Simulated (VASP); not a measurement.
# AlN (P3m1) in VASP: further runs

AlN is run at these levels: PBE; tasks: single point.

All numbers are computed with VASP 6.6.1; they aren't measurements. Logs are shortened: lines on timing, memory, paths and dates and some standing lists are left out, and cuts for length are marked.

## 1. The cell of the first run

The structure is trigonal, space group P3m1 (No. 156). Conventional cell: a = 3.089 Å, b = 3.089 Å, c = 16.131 Å, α = 90.00°, β = 90.00°, γ = 120.00°. Al (site symmetry 3m) has 3 N at 1.89 Å within 2.5 Å. Within 2.5 Å of Al (site symmetry 3m) lie 4 N at 1.89 Å. Al (site symmetry 3m) has 4 N at 1.89 Å within 2.5 Å. Within 2.5 Å of Al (site symmetry 3m) lie 4 N at 1.89 Å. Al (site symmetry 3m) has 4 N at 1.89 Å within 2.5 Å. Within 2.5 Å of Al (site symmetry 3m) lie 4 N at 1.89 Å. Within 2.5 Å of N (site symmetry 3m) lie 4 Al at 1.89 Å. N (site symmetry 3m) has 4 Al at 1.89 Å within 2.5 Å.

## 2. Single point, PBE

INCAR reads:

```
SYSTEM = AlN
PREC     = Accurate       ! precision mode
ENCUT    = 520            ! plane-wave cutoff, eV
EDIFF    = 1E-7           ! SCF threshold, eV
ISMEAR   = 0              ! smearing method
SIGMA    = 0.05           ! smearing width, eV
LREAL    = .FALSE.        ! projectors in reciprocal space
LASPH    = .TRUE.         ! aspherical terms in the spheres
NELM     = 80             ! most SCF steps
ALGO     = Normal         ! electronic algorithm
ISIF     = 2              ! what is computed and relaxed
LWAVE    = .FALSE.        ! write WAVECAR
LCHARG   = .FALSE.        ! write CHGCAR
GGA      = PE             ! functional
NBANDS   = 36             ! bands
```

KPOINTS reads:

```
Automatic mesh
0
G
  8 8 2
  0 0 0
```

POSCAR reads:

```
AlN
1.0
    2.1839935596     -2.1839935596      0.0000000000
    2.1839935596      0.0000000000     -2.1839935596
    9.3133245076      9.3133245076      9.3133245076
Al N
6 6
Direct
    0.6666666667      0.6666666667      0.0585942421
    0.0000000000      0.0000000000      0.8402676956
    0.3333333333      0.3333333333      0.2149289328
    0.6666666667      0.6666666667      0.5275983142
    0.0000000000      0.0000000000      0.3712636235
    0.3333333333      0.3333333333      0.6839330049
    0.6666666667      0.6666666667      0.4103472962
    1.0000000000      1.0000000000      0.2540126055
    0.3333333333      0.3333333333      0.5666819869
    0.6666666667      0.6666666667      0.8793513683
    0.0000000000      0.0000000000      0.7230166776
    0.3333333333      0.3333333333      0.0976779148
```

Potentials or basis: VASP PAW PBE potentials, release 64 (Al, N).

Run with:

```
> cat potpaw_PBE.64/Al/POTCAR potpaw_PBE.64/N/POTCAR > POTCAR
> mpirun -np 1 vasp_std > vasp.out
```

OUTCAR:

```text
SYSTEM = AlN
   PREC = Accurate
   ENCUT = 520
   EDIFF = 1E-7
   ISMEAR = 0
   LREAL = .FALSE.
   LASPH = .TRUE.
   NELM = 80
   ISIF = 2
   GGA = PE

 ion  position               nearest neighbor table
   1  0.667  0.667  0.059-  12 1.89  12 1.89  12 1.89   3 3.09   3 3.09   3 3.09
   2  0.000  0.000  0.840-  11 1.89  10 1.89  10 1.89  10 1.89   6 3.09   6 3.09   6 3.09
   3  0.333  0.333  0.215-  12 1.89   8 1.89   8 1.89   8 1.89   5 3.09   1 3.09   1 3.09   5 3.09
                             5 3.09   1 3.09
   4  0.667  0.667  0.528-   7 1.89   9 1.89   9 1.89   9 1.89   5 3.09   6 3.09   6 3.09   5 3.09
                             5 3.09   6 3.09
   5  0.000  0.000  0.371-   8 1.89   7 1.89   7 1.89   7 1.89   3 3.09   4 3.09   4 3.09   4 3.09
                             3 3.09   3 3.09
   6  0.333  0.333  0.684-   9 1.89  11 1.89  11 1.89  11 1.89   2 3.09   4 3.09   4 3.09   2 3.09
                             2 3.09   4 3.09
   7  0.667  0.667  0.410-   4 1.89   5 1.89   5 1.89   5 1.89
   8  0.000  0.000  0.254-   5 1.89   3 1.89   3 1.89   3 1.89
   9  0.333  0.333  0.567-   6 1.89   4 1.89   4 1.89   4 1.89
  10  0.667  0.667  0.879-   2 1.89   2 1.89   2 1.89
  11  0.000  0.000  0.723-   2 1.89   6 1.89   6 1.89   6 1.89
  12  0.333  0.333  0.098-   3 1.89   1 1.89   1 1.89   1 1.89

  LATTYP: Found a hexagonal cell.
 ALAT       =     3.0886333121
 C/A-ratio  =     5.2227472815

  Lattice vectors:

 A1 = (  -2.1839935596,   0.0000000000,   2.1839935596)
 A2 = (   2.1839935596,  -2.1839935596,   0.0000000000)
 A3 = (   9.3133245076,   9.3133245076,   9.3133245076)

Analysis of symmetry for initial positions (statically):
=====================================================================
 Subroutine PRICEL returns:
 Original cell was already a primitive cell.

 Routine SETGRP: Setting up the symmetry group for a
 hexagonal supercell.

 Subroutine GETGRP returns: Found  6 space group operations
 (whereof  6 operations were pure point group operations)
 out of a pool of 24 trial point group operations.

The static configuration has the point symmetry C_3v.

Analysis of symmetry for dynamics (positions and initial velocities):
=====================================================================
 Subroutine PRICEL returns:
 Original cell was already a primitive cell.

 Routine SETGRP: Setting up the symmetry group for a
 hexagonal supercell.

 Subroutine GETGRP returns: Found  6 space group operations
 (whereof  6 operations were pure point group operations)
 out of a pool of 24 trial point group operations.

The dynamic configuration has the point symmetry C_3v.

 Subroutine INISYM returns: Found  6 space group operations
 (whereof  6 operations are pure point group operations),
 and found     1 'primitive' translations

----------------------------------------------------------------------------------------

                                     Primitive cell

  volume of cell :     133.2689

  direct lattice vectors                    reciprocal lattice vectors
     2.183993560 -2.183993560  0.000000000     0.152625603 -0.305251205  0.152625603
     2.183993560  0.000000000 -2.183993560     0.152625603  0.152625603 -0.305251205
     9.313324508  9.313324508  9.313324508     0.035791015  0.035791015  0.035791015

  length of vectors
     3.088633312  3.088633312 16.131151235     0.373854848  0.373854848  0.061991856

  position of ions in fractional coordinates (direct lattice)
     0.666666667  0.666666667  0.058594242
     0.000000000  0.000000000  0.840267696
     0.333333333  0.333333333  0.214928933
     0.666666667  0.666666667  0.527598314
     0.000000000  0.000000000  0.371263623
     0.333333333  0.333333333  0.683933005
     0.666666667  0.666666667  0.410347296
     0.000000000  0.000000000  0.254012606
     0.333333333  0.333333333  0.566681987
     0.666666667  0.666666667  0.879351368
     0.000000000  0.000000000  0.723016678
     0.333333333  0.333333333  0.097677915

  ion indices of the primitive-cell ions
   primitive index   ion index
[... 47 lines left out ...]
   IALGO  =     38    algorithm
   IMIX   =      4    mixing-type and parameters
     AMIX     =   0.40;   BMIX     =  1.00
     AMIX_MAG =   1.60;   BMIX_MAG =  1.00
  volume/ion in A,a.u.               =      11.11        74.95
  Fermi-wavevector in a.u.,A,eV,Ry     =   1.164785  2.201124 18.459344  1.356724
  Thomas-Fermi vector in A             =   2.301319
   LORBIT       =      0    0 simple, 1 ext, 2 COOP (PROOUT), +10 PAW based schemes
   GGA     = PE    functional components
   LHFCALC =     F    Hartree Fock is set to
   AEXX    =    0.0000 exact exchange contribution
   IVDW    =     0    specifies the selected vdW correction
   LEPSILON=     F    determine dielectric tensor
   LRPA    =     F    only Hartree local field effects (RPA)
 non-spin polarized calculation
 Gauss-broadening in eV      SIGMA  =   0.05
  energy-cutoff  :      520.00
  volume of cell :      133.27
 maximum number of plane-waves:      3608
   NGX = 11   NGY = 11   NGZ = 59

 number of electron      47.9999990 magnetization

 Free energy of the ion-electron system (eV)
  ---------------------------------------------------
  ext. energy  EPLUGINS =         0.00000000
  ---------------------------------------------------
  free energy    TOTEN  =       -86.92993668 eV

  energy without entropy =      -86.92993668  energy(sigma->0) =      -86.92993668

 E-fermi :   7.4230     XC(G=0): -10.6123

 val. band max:        7.1617679444   @ k =   0.0000   0.0000   0.0000
 cond. band min:       7.9129224118   @ k =   0.0000   0.0000   0.0000
 fundamental gap:      0.7511544674
 Fermi energy:         7.4230226094

 k-point     1 :       0.0000    0.0000    0.0000
  band No.  band energies     occupation
      1     -10.6444      2.00000
      2      -9.8233      2.00000
      3      -9.1636      2.00000
      4      -8.5196      2.00000
      5      -7.7485      2.00000
      6      -6.2573      2.00000
[... 28 lines left out ...]
     35      15.6019      0.00000
     36      16.3664      0.00000
[... 710 lines left out ...]
      6      -4.8837      2.00000
[... 28 lines left out ...]
     35      15.2965      0.00000
     36      15.7351      0.00000

------------------------ aborting loop because EDIFF is reached ----------------------------------------

  FORCE on cell =-STRESS in cart. coord.  units (eV):
  Direction    XX          YY          ZZ          XY          YZ          ZX
  --------------------------------------------------------------------------------------
  -------------------------------------------------------------------------------------
  Total        1.1336373      1.1336373      1.1336373     -2.2175001     -2.2175001     -2.2175001
  in kB       13.6287493     13.6287493     13.6287493    -26.6591034    -26.6591034    -26.6591034
  external PRESSURE =      13.6287493 kB  Pullay stress =       0.0000000 kB

 VOLUME and BASIS-vectors are now :
 -----------------------------------------------------------------------------
  energy-cutoff  :      520.00
  volume of cell :      133.27
      direct lattice vectors                 reciprocal lattice vectors
     2.183993560 -2.183993560  0.000000000     0.152625603 -0.305251205  0.152625603
     2.183993560  0.000000000 -2.183993560     0.152625603  0.152625603 -0.305251205
     9.313324508  9.313324508  9.313324508     0.035791015  0.035791015  0.035791015

 POSITION                                       TOTAL-FORCE (eV/Angst)
 -----------------------------------------------------------------------------------
      3.45770     -0.91029     -0.91029        -1.191729     -1.191729     -1.191729
      7.82569      7.82569      7.82569         1.235876      1.235876      1.235876
      3.45770      1.27371      1.27371         0.370233      0.370233      0.370233
      7.82569      3.45770      3.45770         0.350936      0.350936      0.350936
      3.45770      3.45770      3.45770         0.350321      0.350321      0.350321
      7.82569      5.64169      5.64169         0.394369      0.394369      0.394369
      6.73369      2.36570      2.36570        -0.348253     -0.348253     -0.348253
      2.36570      2.36570      2.36570        -0.345703     -0.345703     -0.345703
      6.73369      4.54970      4.54970        -0.354033     -0.354033     -0.354033
     11.10168      6.73369      6.73369         0.366846      0.366846      0.366846
      6.73369      6.73369      6.73369        -0.421866     -0.421866     -0.421866
      2.36570      0.18171      0.18171        -0.406996     -0.406996     -0.406996
 -----------------------------------------------------------------------------------
    total drift:                                0.001032      0.001033      0.001033

  FREE ENERGIE OF THE ION-ELECTRON SYSTEM (eV)
  ---------------------------------------------------
  free  energy   TOTEN  =       -86.9299366843 eV

  energy  without entropy=      -86.9299366843  energy(sigma->0) =      -86.92993668
```

Wall time 3.7 min (1 thread of AMD EPYC 7R13, shared host); peak memory 0.24 GiB.

Results:

| Item | Value |
| --- | --- |
| Free energy | -86.9299 eV |
| Pressure | 1.4 GPa |
| Largest force | 2.141 eV/Å |
| Band gap on the k mesh | 0.75 eV, direct |

Forces on the atoms (eV/Å):
```
Al  -1.192 -1.192 -1.192
Al   1.236  1.236  1.236
Al   0.370  0.370  0.370
Al   0.351  0.351  0.351
Al   0.350  0.350  0.350
Al   0.394  0.394  0.394
N   -0.348 -0.348 -0.348
N   -0.346 -0.346 -0.346
N   -0.354 -0.354 -0.354
N    0.367  0.367  0.367
N   -0.422 -0.422 -0.422
N   -0.407 -0.407 -0.407
```

Caveat: forces of over 1 eV/Å act on the atoms, so gaps and moduli don't describe the material at rest. A k mesh can miss the band edges.

## 3. Single point, PBE

This run uses another cell than the first one, of 11.45 Å³/atom, 1.031 times its volume.

INCAR reads:

```
SYSTEM = AlN
PREC = Accurate ; ENCUT = 520
EDIFF = 1E-6 ; ISMEAR = 0
SIGMA = 0.05 ; LREAL = .FALSE.
LASPH = .TRUE. ; NELM = 100
ALGO = Normal ; ISIF = 2
LWAVE = .FALSE. ; LCHARG = .TRUE.
GGA = PE ; LELF = .TRUE.
LVHAR = .TRUE. ; NBANDS = 36
```

KPOINTS is that of step 2.

POSCAR reads:

```
AlN
1.0
    2.1839935596     -2.1839935596      0.0000000000
    2.1839935596      0.0000000000     -2.1839935596
    9.6019996422      9.6019996422      9.6019996422
Al N
6 6
Direct
    0.6666666667      0.6666666667      0.0568326610
    0.0000000000      0.0000000000      0.8150058336
    0.3333333333      0.3333333333      0.2084672955
    0.6666666667      0.6666666667      0.5117365646
    0.0000000000      0.0000000000      0.3601019301
    0.3333333333      0.3333333333      0.6633711991
    0.6666666667      0.6666666667      0.3980105887
    1.0000000000      1.0000000000      0.2463759542
    0.3333333333      0.3333333333      0.5496452232
    0.6666666667      0.6666666667      0.8529144922
    0.0000000000      0.0000000000      0.7012798577
    0.3333333333      0.3333333333      0.0947413196
```

Potentials or basis: VASP PAW PBE potentials, release 64 (Al, N).

Run with:

```
> cat potpaw_PBE.64/Al/POTCAR potpaw_PBE.64/N/POTCAR > POTCAR
> mpirun -np 1 vasp_std > vasp.out
```

It took 4 min on 1 thread of AMD EPYC 7R13, shared host; peak memory 0.25 GiB.

The run converged. Its results:

* Free energy: -85.9902 eV
* Pressure: 2.0 GPa
* Largest force: 2.491 eV/Å
* Band gap on the k mesh: zero (filled and empty bands touch)

Forces on the atoms (eV/Å):
```
Al  -0.783 -0.783 -0.783
Al   1.438  1.438  1.438
Al   0.440  0.440  0.440
Al   0.385  0.385  0.385
Al   0.388  0.388  0.388
Al   0.454  0.454  0.454
N   -0.381 -0.381 -0.381
N   -0.383 -0.383 -0.383
N   -0.389 -0.389 -0.389
N   -0.226 -0.226 -0.226
N   -0.510 -0.510 -0.510
N   -0.434 -0.434 -0.434
```

Stress tensor (GPa, compression positive):
```
 1.99 -1.97 -1.97
-1.97  1.99 -1.97
-1.97 -1.97  1.99
```

Levels at points of the mesh, in eV from the Fermi level:
| k point | band 20 | band 21 | band 22 | band 23 | band 24 | band 25 | band 26 | band 27 | band 28 | band 29 |
| --- | --- | --- | --- | --- | --- | --- | --- | --- | --- | --- |
| (0.00, 0.00, 0.00) | -1.65 | -1.53 | -1.53 | -0.20 | 0.00 | 0.00 | 2.21 | 3.04 | 3.89 | 4.42 |
| (0.50, 0.00, 0.00) | -3.11 | -2.66 | -2.37 | -0.79 | -0.73 | 0.24 | 1.65 | 2.11 | 2.87 | 4.18 |
| (0.00, 0.00, 0.50) | -1.86 | -1.53 | -1.53 | -0.06 | 0.00 | 0.00 | 2.03 | 3.35 | 3.66 | 4.48 |
| (0.50, 0.00, 0.50) | -3.11 | -2.66 | -2.37 | -0.79 | -0.75 | 0.30 | 1.52 | 2.17 | 3.08 | 3.86 |

Caveat: forces of over 1 eV/Å act on the atoms, so gaps and moduli don't describe the material at rest.

## 4. Single point, PBE

This run uses another cell than the first one, of 11.79 Å³/atom, 1.062 times its volume.

INCAR reads:

```
SYSTEM = AlN
  PREC = Accurate
  ENCUT = 520
  EDIFF = 1E-7
  ISMEAR = 0
  SIGMA = 0.05
  LREAL = .False.
  LASPH = .True.
  NELM = 80
  ALGO = Normal
  ISIF = 2
  LWAVE = .False.
  LCHARG = .True.
  GGA = PE
  LELF = .True.
  LVHAR = .True.
  NBANDS = 36
```

KPOINTS reads:

```
regular mesh
0
Gamma
  8 8 2
  0 0 0
```

POSCAR reads:

```
AlN
1.0
    2.1839935596     -2.1839935596      0.0000000000
    2.1839935596      0.0000000000     -2.1839935596
    9.8906747768      9.8906747768      9.8906747768
Al N
6 6
Direct
    0.6666666667      0.6666666667      0.0551739091
    0.0000000000      0.0000000000      0.7912185871
    0.3333333333      0.3333333333      0.2023828447
    0.6666666667      0.6666666667      0.4968007159
    0.0000000000      0.0000000000      0.3495917803
    0.3333333333      0.3333333333      0.6440096515
    0.6666666667      0.6666666667      0.3863940142
    1.0000000000      1.0000000000      0.2391850786
    0.3333333333      0.3333333333      0.5336029498
    0.6666666667      0.6666666667      0.8280208210
    0.0000000000      0.0000000000      0.6808118854
    0.3333333333      0.3333333333      0.0919761430
```

Run with:

```
> cat potpaw_PBE.64/Al/POTCAR potpaw_PBE.64/N/POTCAR > POTCAR
> mpirun -np 1 vasp_std > vasp.out
```

Run time: 5.9 min. Hardware: 1 thread of AMD EPYC 7R13, shared host; peak memory 0.25 GiB.

It converged, with:

- Free energy: -85.4257 eV
- Pressure: 2.6 GPa
- Largest force: 2.164 eV/Å
- Band gap on the k mesh: zero (band 24 reaches 6.59 eV, above the bottom of band 25 at 6.46 eV)

Forces on the atoms (eV/Å):
```
Al  -0.459 -0.459 -0.459
Al   1.249  1.249  1.249
Al   0.485  0.485  0.485
Al   0.386  0.386  0.386
Al   0.393  0.393  0.393
Al   0.452  0.452  0.452
N   -0.382 -0.382 -0.382
N   -0.382 -0.382 -0.382
N   -0.390 -0.390 -0.390
N   -0.422 -0.422 -0.422
N   -0.528 -0.528 -0.528
N   -0.402 -0.402 -0.402
```

Stress tensor (GPa, compression positive):
```
 2.56 -0.77 -0.77
-0.77  2.56 -0.77
-0.77 -0.77  2.56
```

Levels at points of the mesh, in eV from the Fermi level:
```tsv
k point	band 22	band 23	band 24	band 25	band 26	band 27
(0.00, 0.00, 0.00)	-1.23	-0.37	0.13	0.13	2.39	3.27
(0.50, 0.00, 0.00)	-2.08	-0.65	-0.23	0.35	1.68	2.27
(0.00, 0.00, 0.50)	-1.23	-0.22	0.13	0.13	2.26	3.50
(0.50, 0.00, 0.50)	-2.08	-0.65	-0.25	0.39	1.63	2.28
```

Caveat: forces of over 1 eV/Å act on the atoms, so gaps and moduli don't describe the material at rest.

## 5. Single point, PBE

This run uses another cell than the first one, of 12.48 Å³/atom, 1.124 times its volume.

INCAR reads:

```
  PREC = Accurate
  ENCUT = 520
  EDIFF = 1E-6
  ISMEAR = 0
  SIGMA = 0.05
  LREAL = F
  LASPH = T
  NELM = 80
  ALGO = Normal
  ISIF = 2
  LWAVE = F
  LCHARG = F
  GGA = PE
  NBANDS = 36
```

KPOINTS reads:

```
regular mesh
0
Gamma
  8 8 2
```

POSCAR reads:

```
AlN
1.0
    2.1839935596     -2.1839935596      0.0000000000
    2.1839935596      0.0000000000     -2.1839935596
   10.4680250460     10.4680250460     10.4680250460
Al N
6 6
Direct
    0.6666666667      0.6666666667      0.0521308641
    0.0000000000      0.0000000000      0.7475799579
    0.3333333333      0.3333333333      0.1912206828
    0.6666666667      0.6666666667      0.4694003203
    0.0000000000      0.0000000000      0.3303105016
    0.3333333333      0.3333333333      0.6084901391
    0.6666666667      0.6666666667      0.3650829563
    1.0000000000      1.0000000000      0.2259931375
    0.3333333333      0.3333333333      0.5041727750
    0.6666666667      0.6666666667      0.7823524126
    0.0000000000      0.0000000000      0.6432625938
    0.3333333333      0.3333333333      0.0869033188
```

Run with:

```
> cat potpaw_PBE.64/Al/POTCAR potpaw_PBE.64/N/POTCAR > POTCAR
> mpirun -np 1 vasp_std > vasp.out
```

It took 2.7 min on 1 thread of AMD EPYC 9R45 (Zen 5), shared host; peak memory 0.26 GiB.

Results (log left out):

| Item | Value |
| --- | --- |
| Free energy | -85.0415 eV |
| Pressure | 3.1 GPa |
| Largest force | 1.970 eV/Å |
| Band gap on the k mesh | zero (band 24 reaches 5.79 eV, above the bottom of band 25 at 5.55 eV) |

Forces in eV/Å, atoms in the order of the input:
```
Al  -0.253 -0.253 -0.253
Al   1.138  1.138  1.138
Al   0.498  0.498  0.498
Al   0.380  0.380  0.380
Al   0.387  0.387  0.387
Al   0.417  0.417  0.417
N   -0.378 -0.378 -0.378
N   -0.364 -0.364 -0.364
N   -0.382 -0.382 -0.382
N   -0.717 -0.717 -0.717
N   -0.480 -0.480 -0.480
N   -0.245 -0.245 -0.245
```

Stress tensor (GPa, compression positive):
```
3.06 0.49 0.49
0.49 3.06 0.49
0.49 0.49 3.06
```

Levels at points of the mesh, in eV from the Fermi level:
| k point | band 21 | band 22 | band 23 | band 24 | band 25 | band 26 | band 27 | band 28 |
| --- | --- | --- | --- | --- | --- | --- | --- | --- |
| (0.00, 0.00, 0.00) | -1.05 | -0.98 | -0.61 | 0.13 | 0.13 | 2.50 | 3.43 | 4.24 |
| (0.50, 0.00, 0.00) | -2.21 | -1.90 | -0.63 | -0.05 | 0.37 | 1.70 | 2.40 | 3.35 |
| (0.00, 0.00, 0.50) | -1.05 | -1.05 | -0.49 | 0.13 | 0.13 | 2.43 | 3.58 | 4.09 |
| (0.50, 0.00, 0.50) | -2.21 | -1.90 | -0.63 | -0.06 | 0.39 | 1.68 | 2.40 | 3.39 |

Caveat: forces of over 1 eV/Å act on the atoms, so gaps and moduli don't describe the material at rest.

## 6. Overview

```csv
cell,gap on the mesh (eV),pressure (GPa),largest force (eV/Å)
"a = 3.089, b = 3.089, c = 16.131 Å, angles 90.0, 90.0, 60.0°, 12 atoms",0.75,1.4,2.14
"a = 3.089, b = 3.089, c = 16.631 Å, angles 90.0, 90.0, 60.0°, 12 atoms",none,2.0,2.49
"a = 3.089, b = 3.089, c = 17.131 Å, angles 90.0, 90.0, 60.0°, 12 atoms",none,2.6,2.16
"a = 3.089, b = 3.089, c = 18.131 Å, angles 90.0, 90.0, 60.0°, 12 atoms",none,3.1,1.97
```

Alike in all rows: task single point; level PBE; potentials or basis VASP PAW PBE potentials, release 64 (Al, N); no spin polarisation; k mesh 8 × 8 × 2; cutoff (eV) 520; smearing gaussian 0.05 eV.

Caveats: forces of over 1 eV/Å act on the atoms, so gaps and moduli don't describe the material at rest.

Total energies depend on the potentials used, so only differences within one code and one set of settings carry meaning.
